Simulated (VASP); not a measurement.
# W (P6_3/mmc) in VASP: notebook

The runs below take W through single point, with PBEsol.

Program: VASP 6.6.1. These are calculated values, not measurements. Logs are shortened: lines on timing, memory, paths and dates and some standing lists are left out, and cuts for length are marked.

## (1) The cell of the first run

Symmetry: P6_3/mmc, No. 194, hexagonal system. Conventional cell: a = 3.567 Å, b = 3.567 Å, c = 5.885 Å, α = 90.00°, β = 90.00°, γ = 120.00°. W (site symmetry 3m) has 4 W at 2.19 to 2.21 Å within 2.9 Å.

This isn't the form of W at room conditions, which is bcc.

## (2) Single point, PBEsol

File INCAR:

```
PREC = Accurate
ENCUT = 520
EDIFF = 1E-6
ISMEAR = 0
SIGMA = 0.1
LREAL = False
LASPH = True
NELM = 80
ALGO = Fast
ISIF = 2
LWAVE = False
LCHARG = False
GGA = PS
NBANDS = 36
```

File KPOINTS:

```
regular mesh
0
Gamma
  6 6 4
```

File POSCAR:

```
W
1.0
    3.5666650252      0.0000000000      0.0000000000
   -1.7833325126      3.0888225186      0.0000000000
    0.0000000000      0.0000000000      5.8849972916
W
4
Direct
    0.3333333333      0.6666666667      0.4375000000
    0.6666666667      0.3333333333      0.9375000000
    0.6666666667      0.3333333333      0.5625000000
    0.3333333333      0.6666666667      0.0625000000
```

Potentials or basis: VASP PAW PBE potentials, release 64 (W_sv).

Launch:

```
$ cat potpaw_PBE.64/W_sv/POTCAR > POTCAR
$ mpirun -np 1 vasp_std > vasp.out
```

OUTCAR:

```text
PREC = Accurate
   ENCUT = 520
   EDIFF = 1E-6
   ISMEAR = 0
   LREAL = False
   LASPH = True
   NELM = 80
   ISIF = 2
   GGA = PS

 ion  position               nearest neighbor table
   1  0.333  0.667  0.438-   3 2.19   3 2.19   3 2.19   4 2.21
   2  0.667  0.333  0.938-   4 2.19   4 2.19   4 2.19   3 2.21
   3  0.667  0.333  0.562-   1 2.19   1 2.19   1 2.19   2 2.21
   4  0.333  0.667  0.062-   2 2.19   2 2.19   2 2.19   1 2.21

  LATTYP: Found a hexagonal cell.
 ALAT       =     3.5666650252
 C/A-ratio  =     1.6500000000

  Lattice vectors:

 A1 = (   3.5666650252,   0.0000000000,   0.0000000000)
 A2 = (  -1.7833325126,   3.0888225186,   0.0000000000)
 A3 = (   0.0000000000,   0.0000000000,   5.8849972916)

Analysis of symmetry for initial positions (statically):
=====================================================================
 Subroutine PRICEL returns:
 Original cell was already a primitive cell.

 Routine SETGRP: Setting up the symmetry group for a
 hexagonal supercell.

 Subroutine GETGRP returns: Found 24 space group operations
 (whereof 12 operations were pure point group operations)
 out of a pool of 24 trial point group operations.

The static configuration has the point symmetry D_3d.
 The point group associated with its full space group is D_6h.

Analysis of symmetry for dynamics (positions and initial velocities):
=====================================================================
 Subroutine PRICEL returns:
 Original cell was already a primitive cell.

 Routine SETGRP: Setting up the symmetry group for a
 hexagonal supercell.

 Subroutine GETGRP returns: Found 24 space group operations
 (whereof 12 operations were pure point group operations)
 out of a pool of 24 trial point group operations.

The dynamic configuration has the point symmetry D_3d.
 The point group associated with its full space group is D_6h.

 Subroutine INISYM returns: Found 24 space group operations
 (whereof 12 operations are pure point group operations),
 and found     1 'primitive' translations

----------------------------------------------------------------------------------------

                                     Primitive cell

  volume of cell :      64.8338

  direct lattice vectors                    reciprocal lattice vectors
     3.566665025  0.000000000  0.000000000     0.280373961  0.161873982  0.000000000
    -1.783332513  3.088822519  0.000000000     0.000000000  0.323747963  0.000000000
     0.000000000  0.000000000  5.884997292     0.000000000  0.000000000  0.169923613

  length of vectors
     3.566665025  3.566665025  5.884997292     0.323747963  0.323747963  0.169923613

  position of ions in fractional coordinates (direct lattice)
     0.333333333  0.666666667  0.437500000
     0.666666667  0.333333333  0.937500000
     0.666666667  0.333333333  0.562500000
     0.333333333  0.666666667  0.062500000

  ion indices of the primitive-cell ions
   primitive index   ion index
                 1           1
                 2           2
                 3           3
                 4           4

----------------------------------------------------------------------------------------

 KPOINTS: regular mesh

Automatic generation of k-mesh.
 Grid dimensions read from file:
 generate k-points for:    6    6    4

 Generating k-lattice:

  Cartesian coordinates                     Fractional coordinates (reciprocal lattice)
     0.046728993  0.026978997  0.000000000     0.166666667 -0.000000000  0.000000000
     0.000000000  0.053957994  0.000000000     0.000000000  0.166666667  0.000000000
     0.000000000  0.000000000  0.042480903     0.000000000  0.000000000  0.250000000

  Length of vectors
     0.053957994  0.053957994  0.042480903

  Shift w.r.t. Gamma in fractional coordinates (k-lattice)
     0.000000000  0.000000000  0.000000000

 Subroutine IBZKPT returns following result:
 ===========================================

 Found     21 irreducible k-points:

 Following reciprocal coordinates:
            Coordinates               Weight
  0.000000  0.000000  0.000000      1.000000
  0.166667  0.000000  0.000000      6.000000
  0.333333  0.000000  0.000000      6.000000
  0.500000  0.000000  0.000000      3.000000
  0.166667  0.166667  0.000000      6.000000
  0.333333  0.166667  0.000000     12.000000
[... 13 lines left out ...]
  0.333333  0.166667  0.500000     12.000000
  0.333333  0.333333  0.500000      2.000000
   k-points           NKPTS =     21   k-points in BZ     NKDIM =     21   number of bands    NBANDS=     36
   number of dos      NEDOS =    301   number of ions     NIONS =      4
   total plane-waves  NPLWV =  37632
   dimension x,y,z NGX =    28 NGY =   28 NGZ =   48
   dimension x,y,z NGXF=    56 NGYF=   56 NGZF=   96
   ions per type =               4
   NGX,Y,Z   is equivalent  to a cutoff of  13.05, 13.05, 13.56 a.u.
   NGXF,Y,Z  is equivalent  to a cutoff of  26.10, 26.10, 27.12 a.u.
 SYSTEM =  unknown system
   PREC   = accura    normal or accurate (medium, high low for compatibility)
   ISTART =      0    job   : 0-new  1-cont  2-samecut
   ICHARG =      2    charge: 1-file 2-atom 10-const
   ISPIN  =      1    spin polarized calculation?
   LNONCOLLINEAR =      F non collinear calculations
   LSORBIT =      F    spin-orbit coupling
   LASPH  =      T    aspherical Exc in radial PAW
   ENCUT  =  520.0 eV  38.22 Ry    6.18 a.u.   6.63  6.63 10.94*2*pi/ulx,y,z
   NELM   =     80;   NELMIN=  2; NELMDL= -5     # of ELM steps
   EDIFF  = 0.1E-05   stopping-criterion for ELM
   LREAL  =      F    real-space projection
   EDIFFG = 0.1E-04   stopping-criterion for IOM
   NSW    =      0    number of steps for IOM
   IBRION =     -1    ionic relax: 0-MD 1-quasi-New 2-CG
   NFREE  =      0    steps in history (QN), initial steepest desc. (CG)
   ISIF   =      2    stress and relaxation
   ISYM   =      2    0-nonsym 1-usesym 2-fastsym
   POTIM  = 0.5000    time-step for ionic-motion
   TEBEG  =    0.0;   TEEND  =   0.0 temperature during run
   PSTRESS=    0.0 pullay stress
   NELECT =      56.0000    total number of electrons
   NUPDOWN=      -1.0000    fix difference up-down
   EMIN   =  10.00;   EMAX   =-10.00  energy-range for DOS
   EFERMI =   0.00;   METHOD = LEGACY
   ISMEAR =     0;   SIGMA  =   0.10  broadening in eV -4-tet -1-fermi 0-gaus
   EFERMI_NEDOS =   21; number of points for ismear=-14 and -15
   IALGO  =     68    algorithm
   IMIX   =      4    mixing-type and parameters
     AMIX     =   0.40;   BMIX     =  1.00
     AMIX_MAG =   1.60;   BMIX_MAG =  1.00
  volume/ion in A,a.u.               =      16.21       109.38
  Fermi-wavevector in a.u.,A,eV,Ry     =   1.559087  2.946247 33.072389  2.430752
  Thomas-Fermi vector in A             =   2.662497
   LORBIT       =      0    0 simple, 1 ext, 2 COOP (PROOUT), +10 PAW based schemes
   GGA     = PS    functional components
   LHFCALC =     F    Hartree Fock is set to
   AEXX    =    0.0000 exact exchange contribution
   IVDW    =     0    specifies the selected vdW correction
   LEPSILON=     F    determine dielectric tensor
   LRPA    =     F    only Hartree local field effects (RPA)
 non-spin polarized calculation
 RMM-DIIS sequential band-by-band and
 Gauss-broadening in eV      SIGMA  =   0.10
  energy-cutoff  :      520.00
  volume of cell :       64.83
 maximum number of plane-waves:      1786
 NGX is ok and might be reduce to    28
   NGX = 13   NGY = 13   NGZ = 21

 number of electron      56.0000007 magnetization

 Free energy of the ion-electron system (eV)
  ---------------------------------------------------
  ext. energy  EPLUGINS =         0.00000000
  ---------------------------------------------------
  free energy    TOTEN  =       -36.47207020 eV

  energy without entropy =      -36.45771906  energy(sigma->0) =      -36.46489463

 E-fermi :  10.3087     XC(G=0): -13.1250

 val. band max:       10.2939517282   @ k =   0.3333   0.1667   0.0000
 cond. band min:      10.3621599466   @ k =   0.3333   0.0000   0.2500
 fundamental gap:      0.0682082184
 Fermi energy:        10.3086972673

 k-point     1 :       0.0000    0.0000    0.0000
  band No.  band energies     occupation
      1     -63.4266      2.00000
      2     -63.1088      2.00000
      3     -62.3347      2.00000
      4     -61.9857      2.00000
      5     -29.0219      2.00000
      6     -29.0219      2.00000
[... 28 lines left out ...]
     35      16.7948      0.00000
     36      16.7963      0.00000

 k-point     2 :       0.1667    0.0000    0.0000
  band No.  band energies     occupation
      1     -63.3647      2.00000
      2     -63.0453      2.00000
      3     -62.4020      2.00000
      4     -62.0552      2.00000
      5     -29.2479      2.00000
      6     -29.1109      2.00000
[... 28 lines left out ...]
     35      14.8726      0.00000
     36      15.7994      0.00000

 k-point     3 :       0.3333    0.0000    0.0000
  band No.  band energies     occupation
      1     -63.2037      2.00000
      2     -62.8802      2.00000
      3     -62.5738      2.00000
      4     -62.2324      2.00000
      5     -29.4069      2.00000
      6     -29.2723      2.00000
[... 28 lines left out ...]
     35      14.3126      0.00000
     36      14.4720      0.00000
[... 625 lines left out ...]
 k-point    20 :       0.3333    0.1667    0.5000
  band No.  band energies     occupation
      1     -62.9731      2.00000
      2     -62.9731      2.00000
      3     -62.4777      2.00000
      4     -62.4777      2.00000
      5     -29.3019      2.00000
      6     -29.3019      2.00000
[... 28 lines left out ...]
     35      15.4718      0.00000
     36      15.4748      0.00000

 k-point    21 :       0.3333    0.3333    0.5000
  band No.  band energies     occupation
      1     -62.8923      2.00000
      2     -62.8923      2.00000
      3     -62.5614      2.00000
      4     -62.5614      2.00000
      5     -29.3981      2.00000
      6     -29.3981      2.00000
[... 28 lines left out ...]
     35      15.5959      0.00000
     36      15.6426      0.00000

------------------------ aborting loop because EDIFF is reached ----------------------------------------

  FORCE on cell =-STRESS in cart. coord.  units (eV):
  Direction    XX          YY          ZZ          XY          YZ          ZX
  --------------------------------------------------------------------------------------
  -------------------------------------------------------------------------------------
  Total       45.1887618     45.1887618     45.5674427     -0.0000000     -0.0000000      0.0000000
  in kB     1116.7076170   1116.7076170   1126.0656041     -0.0000000     -0.0000000      0.0000000
  external PRESSURE =    1119.8269461 kB  Pullay stress =       0.0000000 kB

 VOLUME and BASIS-vectors are now :
 -----------------------------------------------------------------------------
  energy-cutoff  :      520.00
  volume of cell :       64.83
      direct lattice vectors                 reciprocal lattice vectors
     3.566665025  0.000000000  0.000000000     0.280373961  0.161873982  0.000000000
    -1.783332513  3.088822519  0.000000000     0.000000000  0.323747963  0.000000000
     0.000000000  0.000000000  5.884997292     0.000000000  0.000000000  0.169923613

 POSITION                                       TOTAL-FORCE (eV/Angst)
 -----------------------------------------------------------------------------------
     -0.00000      2.05922      2.57469         0.000000      0.000000     -1.954750
      1.78333      1.02961      5.51718         0.000000     -0.000000     -1.954750
      1.78333      1.02961      3.31031        -0.000000      0.000000      1.954750
     -0.00000      2.05922      0.36781        -0.000000      0.000000      1.954750
 -----------------------------------------------------------------------------------
    total drift:                                0.000000     -0.000000      0.000000

  FREE ENERGIE OF THE ION-ELECTRON SYSTEM (eV)
  ---------------------------------------------------
  free  energy   TOTEN  =       -36.4720702037 eV

  energy  without entropy=      -36.4577190584  energy(sigma->0) =      -36.46489463
```

Run time: 42 s. Hardware: 1 thread of Intel Xeon Platinum 8375C at 2.90GHz (Ice Lake), shared host; peak memory 0.2 GiB.

Results:

* Free energy: -36.4721 eV
* Pressure: 112.0 GPa
* Largest force: 1.955 eV/Å
* Band gap on the k mesh: zero (bands 28 and 29 overlap by 1.21 eV)

Forces in eV/Å, atoms in the order of the input:
```
W    0.000  0.000 -1.955
W    0.000  0.000 -1.955
W    0.000  0.000  1.955
W    0.000  0.000  1.955
```

Stress tensor (GPa, compression positive):
```
111.67   0.00   0.00
  0.00 111.67   0.00
  0.00   0.00 112.61
```

Caveat: the cell stands under pressure; the PAW data sets were made with another functional, which shifts forces and pressure a little; spin-orbit coupling is left out, which moves the levels of the heavy elements.

## (3) Single point, PBEsol

This run uses another cell than the first one, of 16.44 Å³/atom.

File INCAR:

```
ALGO = Normal ; EDIFF = 1E-7
ENCUT = 520 ; GGA = PS
ISIF = 2 ; ISMEAR = 0
LASPH = True ; LCHARG = False
LREAL = False ; LWAVE = False
NBANDS = 36 ; NELM = 60
PREC = Accurate ; SIGMA = 0.1
```

File KPOINTS:

```
k-points
0
Gamma
  6 6 4
```

File POSCAR:

```
W
1.0
    2.7510825023      0.0000000000      0.0000000000
   -1.3755412511      2.3825073349      0.0000000000
    0.0000000000      0.0000000000     10.0357821870
W
4
Direct
    0.3333333333      0.6666666667      0.3812971114
    0.6666666667      0.3333333333      0.8812971114
    0.6666666667      0.3333333333      0.6187028886
    0.3333333333      0.6666666667      0.1187028886
```

Potentials or basis: VASP PAW PBE potentials, release 64 (W_sv).

Launch:

```
$ cat potpaw_PBE.64/W_sv/POTCAR > POTCAR
$ mpirun -np 1 vasp_std > vasp.out
```

Run time: 30 s. Hardware: 1 thread of Intel Xeon Platinum 8375C at 2.90GHz (Ice Lake), shared host; peak memory 0.18 GiB.

It converged, with:

* Free energy: -51.4947 eV
* Pressure: 0.8 GPa
* Band gap on the k mesh: zero (bands 28 and 29 overlap by 1.54 eV)

Stress tensor (GPa, compression positive):
```
0.60 0.00 0.00
0.00 0.60 0.00
0.00 0.00 1.12
```

Levels at points of the mesh, in eV from the Fermi level:
```tsv
k point	band 26	band 27	band 28	band 29	band 30	band 31
(0.00, 0.00, 0.00)	-0.72	-0.65	-0.65	-0.51	-0.51	-0.20
(0.50, 0.00, 0.00)	-1.26	-0.47	1.03	1.09	1.75	3.02
(0.00, 0.00, 0.50)	-0.80	-0.80	-0.80	-0.35	-0.35	-0.35
(0.50, 0.00, 0.50)	-0.50	0.01	0.01	0.82	0.82	3.32
```

Caveat: the k points lie up to 0.44 Å⁻¹ apart, too coarse for converged energies and pressures of a metal; the PAW data sets were made with another functional, which shifts forces and pressure a little; spin-orbit coupling is left out, which moves the levels of the heavy elements.

(Continued in part 2 of 2.)
